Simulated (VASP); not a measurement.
Write the native input for VASP 6.6.1 that does the following.

```yaml
Task: relaxation of cell and atoms
Functional: PBE
Potentials_or_basis: VASP PAW PBE potentials, release 64 (Zr_sv, B)
Cutoff: 600 eV
k_mesh: 10 × 10 × 8
Occupations: fermi-dirac, width 0.05 eV
Spin: no spin polarisation
Dipole_correction: no
Further_INCAR_settings: ALGO = Normal; EDIFF = 1e-06; IBRION = 2; EDIFFG = -0.01; NSW = 60; ISIF = 3
```

The structure of ZrB2 lies in POSCAR:

```
ZrB2
1.0
    3.1700000000      0.0000000000      0.0000000000
   -1.5850000000      2.7453005300      0.0000000000
    0.0000000000      0.0000000000      3.5330000000
Zr B
1 2
Direct
    0.0000000000      0.0000000000      0.0000000000
    0.6666666667      0.3333333333      0.5000000000
    0.3333333333      0.6666666667      0.5000000000
```

One way to write it, as run:

INCAR

```
PREC = Accurate
ENCUT = 600
EDIFF = 1E-6
ISMEAR = -1
SIGMA = 0.05
LREAL = F
LASPH = T
NELM = 60
ALGO = Normal
ISIF = 3
LWAVE = F
LCHARG = F
GGA = PE
IBRION = 2
NSW = 60
EDIFFG = -0.01
```

KPOINTS

```
Automatic mesh
0
Gamma
  10 10 8
```

Potentials or basis: VASP PAW PBE potentials, release 64 (Zr_sv, B).

Launch:

```sh
$ cat potpaw_PBE.64/Zr_sv/POTCAR potpaw_PBE.64/B/POTCAR > POTCAR
$ mpirun -np 1 vasp_std > vasp.out
```

It gave:

| Quantity | Value |
| --- | --- |
| Relaxed volume | 10.29 Å³/atom |
| Relaxed cell | a = 3.170 Å, b = 3.170 Å, c = 3.547 Å, α = 90.00°, β = 90.00°, γ = 120.00° |
| Space group after relaxing (to 0.05 Å) | P6/mmm (No. 191) |
| Energy gained by relaxing | 0.2 meV/atom |
| Ionic steps | 4 |
| Pressure after relaxing | 0.0 GPa |
| Band gap on the k mesh | zero (band 9 reaches 11.09 eV, above the bottom of band 10 at 10.25 eV) |

Run time: 50 s on 1 thread of Intel(R) Xeon(R) Platinum 8488C (Sapphire Rapids), on a shared host, peak memory 0.18 GiB.
